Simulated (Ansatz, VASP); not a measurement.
# Mg: VASP beside Ansatz

Contents of INCAR:

```
SYSTEM = Mg
PREC = Accurate
ENCUT = 600
EDIFF = 1E-6
ISMEAR = 0
SIGMA = 0.1
LREAL = .False.
LASPH = .True.
NELM = 120
ALGO = Normal
ISIF = 2
LWAVE = .False.
LCHARG = .True.
GGA = PE
LELF = .True.
LVHAR = .True.
NBANDS = 7
GGA_COMPAT = .False.
```

File KPOINTS:

```
Automatic mesh
0
Gamma
  10 10 10
  0 0 0
```

The input POSCAR:

```
Mg
1.0
   -1.8061328006      1.8061328006      1.6520917832
    1.8061328006     -1.8061328006      1.6520917832
    1.8061328006      1.8061328006     -1.6520917832
Mg
1
Direct
    0.0000000000      0.0000000000      0.0000000000
```

Input for Ansatz:

```yaml
crystal:
  lattice:
    - [-1.8061328006, 1.8061328006, 1.6520917832]
    - [1.8061328006, -1.8061328006, 1.6520917832]
    - [1.8061328006, 1.8061328006, -1.6520917832]
  atoms:
    - { symbol: Mg, position: [0.0, 0.0, 0.0] }
basis: {}
kpoints:
  mp_grid: { grid: [10, 10, 10] }
hamiltonian:
  xc: pbe
scf:
  occupations: { method: gaussian, width: 0.1 }
output:
  forces: true
  stress: true
  eigenvalues: true
```

Alike in both runs: task single point; functional PBE; k mesh 10 × 10 × 10; occupations gaussian, width 0.1 eV; no spin polarisation.

```csv
,VASP,Ansatz
version,VASP 6.6.1,Ansatz 0.2.0
potentials or method,"VASP PAW PBE potentials, release 64 (Mg)","scalar-relativistic, plane waves, PAW"
plane-wave cutoff (eV),600,420
valence electrons in the cell,2,10
```

|  | VASP | Ansatz | Ansatz less VASP |
| --- | --- | --- | --- |
| gap on the k mesh at the Fermi level (eV) | none | none | - |
| pressure (GPa) | 2.5 | 2.7 | +0.12 |
| traceless stress, the component that is largest in VASP (GPa) | 0.96 | 0.97 | +0.010 |

A gap of «none» marks a metal or a gap that the smearing closes. The functional is the same, so the differences come from potentials, cutoffs and numerics. VASP's potentials hold 2 valence electrons a cell and Ansatz's 10, so a difference there can come from the potentials and not from the codes.
